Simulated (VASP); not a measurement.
# Sn3Te2 (P4/nmm) in VASP: single point with PBE

Aim: the single point of Sn3Te2 with PBE.

Everything below comes from runs of VASP 6.6.1. Logs are shortened: lines on timing, memory, paths and dates and some standing lists are left out, and cuts for length are marked.

## (1) The cell of the first run

It takes space group P4/nmm (No. 129, tetragonal). Conventional cell: a = 4.557 Å, b = 4.557 Å, c = 15.139 Å, α = 90.00°, β = 90.00°, γ = 90.00°. Within 4.2 Å of Sn (site symmetry 4mm) lie 6 Te at 3.16 to 3.22 Å. Sn (site symmetry 4mm) has 5 Te at 3.22 to 3.24 Å and 4 Sn at 3.58 Å within 4.2 Å. Within 4.2 Å of Sn (site symmetry -4m2) lie 8 Sn at 3.22 to 3.58 Å and 4 Te at 3.61 Å. Te (site symmetry 4mm) has 9 Sn at 3.19 to 3.61 Å within 4.2 Å. Te (site symmetry 4mm) has 6 Sn at 3.16 to 3.24 Å within 4.2 Å.

## (2) Single point, PBE

Input file INCAR:

```
PREC = Accurate
ENCUT = 520
EDIFF = 1E-7
ISMEAR = 0
SIGMA = 0.1
LREAL = F
LASPH = T
NELM = 80
ALGO = Fast
ISIF = 2
LWAVE = F
LCHARG = F
GGA = PE
NBANDS = 65
```

Input file KPOINTS:

```
Automatic mesh
0
Gamma
  8 8 2
```

Input file POSCAR:

```
Sn3Te2
1.0
    4.5569446570      0.0000000000      0.0000000000
    0.0000000000      4.5569446570      0.0000000000
    0.0000000000      0.0000000000     15.1387056282
Sn Te
6 4
Direct
    0.0000000000      0.5000000000      0.3955176794
    0.0000000000      0.5000000000      0.8179832131
    0.5000000000      0.0000000000      0.6044823206
    0.5000000000      0.0000000000      0.1820167869
    0.5000000000      0.5000000000      0.0000000000
    0.0000000000      0.0000000000      0.0000000000
    0.0000000000      0.5000000000      0.1846620380
    0.0000000000      0.5000000000      0.6039316573
    0.5000000000      0.0000000000      0.8153379620
    0.5000000000      0.0000000000      0.3960683427
```

Potentials or basis: VASP PAW PBE potentials, release 64 (Sn_d, Te).

Launch:

```
$ cat potpaw_PBE.64/Sn_d/POTCAR potpaw_PBE.64/Te/POTCAR > POTCAR
$ mpirun -np 1 vasp_std > vasp.out
```

OUTCAR:

```text
PREC = Accurate
   ENCUT = 520
   EDIFF = 1E-7
   ISMEAR = 0
   LREAL = F
   LASPH = T
   NELM = 80
   ISIF = 2
   GGA = PE

 ion  position               nearest neighbor table
   1  0.000  0.500  0.396-   8 3.16   7 3.19  10 3.22  10 3.22  10 3.22  10 3.22
   2  0.000  0.500  0.818-   9 3.22   9 3.22   9 3.22   9 3.22   8 3.24   5 3.58   5 3.58   6 3.58
                             6 3.58
   3  0.500  0.000  0.604-  10 3.16   9 3.19   8 3.22   8 3.22   8 3.22   8 3.22
   4  0.500  0.000  0.182-   7 3.22   7 3.22   7 3.22   7 3.22  10 3.24   5 3.58   6 3.58   6 3.58
                             5 3.58
   5  0.500  0.500  0.000-   6 3.22   6 3.22   6 3.22   6 3.22   4 3.58   2 3.58   2 3.58   4 3.58
                             7 3.61   9 3.61   7 3.61   9 3.61
   6  0.000  0.000  0.000-   5 3.22   5 3.22   5 3.22   5 3.22   4 3.58   4 3.58   2 3.58   2 3.58
                             7 3.61   9 3.61   9 3.61   7 3.61
   7  0.000  0.500  0.185-   1 3.19   4 3.22   4 3.22   4 3.22   4 3.22   6 3.61   6 3.61   5 3.61
                             5 3.61
   8  0.000  0.500  0.604-   1 3.16   3 3.22   3 3.22   3 3.22   3 3.22   2 3.24
   9  0.500  0.000  0.815-   3 3.19   2 3.22   2 3.22   2 3.22   2 3.22   5 3.61   6 3.61   6 3.61
                             5 3.61
  10  0.500  0.000  0.396-   3 3.16   1 3.22   1 3.22   1 3.22   1 3.22   4 3.24

  LATTYP: Found a simple tetragonal cell.
 ALAT       =     4.5569446570
 C/A-ratio  =     3.3221175080

  Lattice vectors:

 A1 = (   4.5569446570,   0.0000000000,   0.0000000000)
 A2 = (   0.0000000000,   4.5569446570,   0.0000000000)
 A3 = (   0.0000000000,   0.0000000000,  15.1387056282)

Analysis of symmetry for initial positions (statically):
=====================================================================
 Subroutine PRICEL returns:
 Original cell was already a primitive cell.

 Routine SETGRP: Setting up the symmetry group for a
 simple tetragonal supercell.

 Subroutine GETGRP returns: Found 16 space group operations
 (whereof  8 operations were pure point group operations)
 out of a pool of 16 trial point group operations.

The static configuration has the point symmetry D_2d.
 The point group associated with its full space group is D_4h.

Analysis of symmetry for dynamics (positions and initial velocities):
=====================================================================
 Subroutine PRICEL returns:
 Original cell was already a primitive cell.

 Routine SETGRP: Setting up the symmetry group for a
 simple tetragonal supercell.

 Subroutine GETGRP returns: Found 16 space group operations
 (whereof  8 operations were pure point group operations)
 out of a pool of 16 trial point group operations.

The dynamic configuration has the point symmetry D_2d.
 The point group associated with its full space group is D_4h.

 Subroutine INISYM returns: Found 16 space group operations
 (whereof  8 operations are pure point group operations),
 and found     1 'primitive' translations

----------------------------------------------------------------------------------------

                                     Primitive cell

  volume of cell :     314.3665

  direct lattice vectors                    reciprocal lattice vectors
     4.556944657  0.000000000  0.000000000     0.219445281  0.000000000  0.000000000
     0.000000000  4.556944657  0.000000000     0.000000000  0.219445281  0.000000000
     0.000000000  0.000000000 15.138705628     0.000000000  0.000000000  0.066055845

  length of vectors
     4.556944657  4.556944657 15.138705628     0.219445281  0.219445281  0.066055845

  position of ions in fractional coordinates (direct lattice)
     0.000000000  0.500000000  0.395517679
     0.000000000  0.500000000  0.817983213
     0.500000000  0.000000000  0.604482321
     0.500000000  0.000000000  0.182016787
     0.500000000  0.500000000  0.000000000
     0.000000000  0.000000000  0.000000000
     0.000000000  0.500000000  0.184662038
     0.000000000  0.500000000  0.603931657
     0.500000000  0.000000000  0.815337962
     0.500000000  0.000000000  0.396068343

  ion indices of the primitive-cell ions
   primitive index   ion index
                 1           1
                 2           2
                 3           3
                 4           4
                 5           5
                 6           6
                 7           7
                 8           8
                 9           9
                10          10

----------------------------------------------------------------------------------------

 KPOINTS: Automatic mesh

Automatic generation of k-mesh.
 Grid dimensions read from file:
 generate k-points for:    8    8    2

 Generating k-lattice:

  Cartesian coordinates                     Fractional coordinates (reciprocal lattice)
     0.027430660  0.000000000  0.000000000     0.125000000  0.000000000  0.000000000
     0.000000000  0.027430660  0.000000000     0.000000000  0.125000000  0.000000000
     0.000000000  0.000000000  0.033027923     0.000000000  0.000000000  0.500000000

  Length of vectors
     0.027430660  0.027430660  0.033027923

  Shift w.r.t. Gamma in fractional coordinates (k-lattice)
     0.000000000  0.000000000  0.000000000

 Subroutine IBZKPT returns following result:
 ===========================================

 Found     30 irreducible k-points:

 Following reciprocal coordinates:
            Coordinates               Weight
  0.000000  0.000000  0.000000      1.000000
  0.125000  0.000000  0.000000      4.000000
  0.250000  0.000000  0.000000      4.000000
  0.375000  0.000000  0.000000      4.000000
  0.500000  0.000000  0.000000      2.000000
  0.125000  0.125000  0.000000      4.000000
[... 16 lines left out ...]
  0.375000  0.125000  0.500000      8.000000
  0.500000  0.125000  0.500000      4.000000
 [... further k-points ...]
   k-points           NKPTS =     30   k-points in BZ     NKDIM =     30   number of bands    NBANDS=     65
   number of dos      NEDOS =    301   number of ions     NIONS =     10
   total plane-waves  NPLWV = 155520
   dimension x,y,z NGX =    36 NGY =   36 NGZ =  120
   dimension x,y,z NGXF=    72 NGYF=   72 NGZF=  240
   ions per type =               6   4
   NGX,Y,Z   is equivalent  to a cutoff of  13.13, 13.13, 13.18 a.u.
   NGXF,Y,Z  is equivalent  to a cutoff of  26.27, 26.27, 26.36 a.u.
 SYSTEM =  unknown system
   PREC   = accura    normal or accurate (medium, high low for compatibility)
   ISTART =      0    job   : 0-new  1-cont  2-samecut
   ICHARG =      2    charge: 1-file 2-atom 10-const
   ISPIN  =      1    spin polarized calculation?
   LNONCOLLINEAR =      F non collinear calculations
   LSORBIT =      F    spin-orbit coupling
   LASPH  =      T    aspherical Exc in radial PAW
   ENCUT  =  520.0 eV  38.22 Ry    6.18 a.u.   8.47  8.47 28.15*2*pi/ulx,y,z
   NELM   =     80;   NELMIN=  2; NELMDL= -5     # of ELM steps
   EDIFF  = 0.1E-06   stopping-criterion for ELM
   LREAL  =      F    real-space projection
   EDIFFG = 0.1E-05   stopping-criterion for IOM
   NSW    =      0    number of steps for IOM
   IBRION =     -1    ionic relax: 0-MD 1-quasi-New 2-CG
   NFREE  =      0    steps in history (QN), initial steepest desc. (CG)
   ISIF   =      2    stress and relaxation
   ISYM   =      2    0-nonsym 1-usesym 2-fastsym
   POTIM  = 0.5000    time-step for ionic-motion
   TEBEG  =    0.0;   TEEND  =   0.0 temperature during run
   PSTRESS=    0.0 pullay stress
   NELECT =     108.0000    total number of electrons
   NUPDOWN=      -1.0000    fix difference up-down
   EMIN   =  10.00;   EMAX   =-10.00  energy-range for DOS
   EFERMI =   0.00;   METHOD = LEGACY
   ISMEAR =     0;   SIGMA  =   0.10  broadening in eV -4-tet -1-fermi 0-gaus
   EFERMI_NEDOS =   21; number of points for ismear=-14 and -15
   IALGO  =     68    algorithm
   IMIX   =      4    mixing-type and parameters
     AMIX     =   0.40;   BMIX     =  1.00
     AMIX_MAG =   1.60;   BMIX_MAG =  1.00
  volume/ion in A,a.u.               =      31.44       212.14
  Fermi-wavevector in a.u.,A,eV,Ry     =   1.146579  2.166720 17.886811  1.314643
  Thomas-Fermi vector in A             =   2.283263
   LORBIT       =      0    0 simple, 1 ext, 2 COOP (PROOUT), +10 PAW based schemes
   GGA     = PE    functional components
   LHFCALC =     F    Hartree Fock is set to
   AEXX    =    0.0000 exact exchange contribution
   IVDW    =     0    specifies the selected vdW correction
   LEPSILON=     F    determine dielectric tensor
   LRPA    =     F    only Hartree local field effects (RPA)
 non-spin polarized calculation
 RMM-DIIS sequential band-by-band and
 Gauss-broadening in eV      SIGMA  =   0.10
  energy-cutoff  :      520.00
  volume of cell :      314.37
 maximum number of plane-waves:      8494
 NGX is ok and might be reduce to    36
   NGX = 17   NGY = 17   NGZ = 57

 number of electron     108.0000073 magnetization

 Free energy of the ion-electron system (eV)
  ---------------------------------------------------
  ext. energy  EPLUGINS =         0.00000000
  ---------------------------------------------------
  free energy    TOTEN  =       -36.94346681 eV

  energy without entropy =      -36.92342774  energy(sigma->0) =      -36.93344727

 E-fermi :   6.7198     XC(G=0):  -9.5340

 val. band max:        6.7176786005   @ k =   0.0000   0.0000   0.5000
 cond. band min:       6.7364983105   @ k =   0.3750   0.1250   0.5000
 fundamental gap:      0.0188197099
 Fermi energy:         6.7197562587

 k-point     1 :       0.0000    0.0000    0.0000
  band No.  band energies     occupation
      1     -15.1209      2.00000
      2     -15.1205      2.00000
      3     -15.1193      2.00000
      4     -15.1184      2.00000
      5     -15.1171      2.00000
      6     -15.1100      2.00000
[... 57 lines left out ...]
     64      10.3532      0.00000
     65      10.5360      0.00000

 k-point     2 :       0.1250    0.0000    0.0000
  band No.  band energies     occupation
      1     -15.1211      2.00000
      2     -15.1203      2.00000
      3     -15.1192      2.00000
      4     -15.1188      2.00000
      5     -15.1163      2.00000
      6     -15.1098      2.00000
[... 1553 lines left out ...]
     64       8.8358      0.00000
     65       9.5965      0.00000

 [... further k-points ...]
[... 5 lines left out ...]
  --------------------------------------------------------------------------------------
  -------------------------------------------------------------------------------------
  Total       -0.0727959     -0.0727959     -0.0806002      0.0000000      0.0000000      0.0000000
  in kB       -0.3710062     -0.3710062     -0.4107810      0.0000000      0.0000000      0.0000000
  external PRESSURE =      -0.3842645 kB  Pullay stress =       0.0000000 kB

 VOLUME and BASIS-vectors are now :
 -----------------------------------------------------------------------------
  energy-cutoff  :      520.00
  volume of cell :      314.37
      direct lattice vectors                 reciprocal lattice vectors
     4.556944657  0.000000000  0.000000000     0.219445281  0.000000000  0.000000000
     0.000000000  4.556944657  0.000000000     0.000000000  0.219445281  0.000000000
     0.000000000  0.000000000 15.138705628     0.000000000  0.000000000  0.066055845

 POSITION                                       TOTAL-FORCE (eV/Angst)
 -----------------------------------------------------------------------------------
      0.00000      2.27847      5.98763        -0.000000     -0.000000      0.000284
      0.00000      2.27847     12.38321        -0.000000     -0.000000      0.000033
      2.27847      0.00000      9.15108        -0.000000     -0.000000     -0.000284
      2.27847      0.00000      2.75550         0.000000     -0.000000     -0.000033
      2.27847      2.27847      0.00000        -0.000000      0.000000      0.000000
      0.00000      0.00000      0.00000        -0.000000     -0.000000      0.000000
      0.00000      2.27847      2.79554        -0.000000      0.000000     -0.000819
      0.00000      2.27847      9.14274        -0.000000     -0.000000      0.001025
      2.27847      0.00000     12.34316        -0.000000     -0.000000      0.000819
      2.27847      0.00000      5.99596         0.000000     -0.000000     -0.001025
 -----------------------------------------------------------------------------------
    total drift:                                0.000000      0.000000      0.000000

  FREE ENERGIE OF THE ION-ELECTRON SYSTEM (eV)
  ---------------------------------------------------
  free  energy   TOTEN  =       -36.9434668059 eV

  energy  without entropy=      -36.9234277355  energy(sigma->0) =      -36.93344727
```

Wall time 31 min (1 thread of AMD EPYC 7R13, shared host); peak memory 0.65 GiB.

What came out:

| Quantity | Value |
| --- | --- |
| Free energy | -36.9435 eV |
| Pressure | 0.0 GPa |
| Band gap on the k mesh | zero (band 54 reaches 6.92 eV, above the bottom of band 55 at 6.56 eV) |

Caveat: spin-orbit coupling is left out, which moves the levels of the heavy elements.
